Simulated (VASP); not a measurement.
Wanted: the native input for a VASP 6.6.1 run.

```yaml
Task: single point
Functional: PBEsol
Potentials_or_basis: VASP PAW PBE potentials, release 64 (Cs_sv)
Cutoff: 520 eV
k_mesh: 3 × 3 × 2
Occupations: gaussian, width 0.1 eV
Spin: no spin polarisation
Dipole_correction: no
Further_INCAR_settings: ALGO = Fast; EDIFF = 1e-06; NBANDS = 20
```

The structure of Cs lies in POSCAR:

```
Cs
1.0
    7.2647804298      0.0000000000      0.0000000000
   -3.6323902150      6.2914844052      0.0000000000
    0.0000000000      0.0000000000      8.2421365851
Cs
3
Direct
    0.2254000000      0.0000000000      0.3333333333
    0.0000000000      0.2254000000      0.6666666667
    0.7746000000      0.7746000000      0.0000000000
```

The input as run:

INCAR

```
PREC = Accurate ; ENCUT = 520
EDIFF = 1E-6 ; ISMEAR = 0
SIGMA = 0.1 ; LREAL = False
LASPH = True ; NELM = 100
ALGO = Fast ; ISIF = 2
LWAVE = False ; LCHARG = False
GGA = PS ; NBANDS = 20
```

KPOINTS

```
regular mesh
0
Gamma
  3 3 2
```

Potentials or basis: VASP PAW PBE potentials, release 64 (Cs_sv).

The run is started by

```sh
$ cat potpaw_PBE.64/Cs_sv/POTCAR > POTCAR
$ mpirun -np 1 vasp_std > vasp.out
```

It gave:

```yaml
Pressure: 0.2 GPa
Largest_force: 0.578 eV/Å
```

Caveat: the k points lie up to 0.38 Å⁻¹ apart; the PAW data sets were made with another functional, which shifts forces and pressure a little.

Wall time 60 s on 1 thread of Intel(R) Xeon(R) Platinum 8259CL CPU @ 2.50GHz (Skylake/Cascade Lake), on a shared host, peak memory 0.42 GiB.
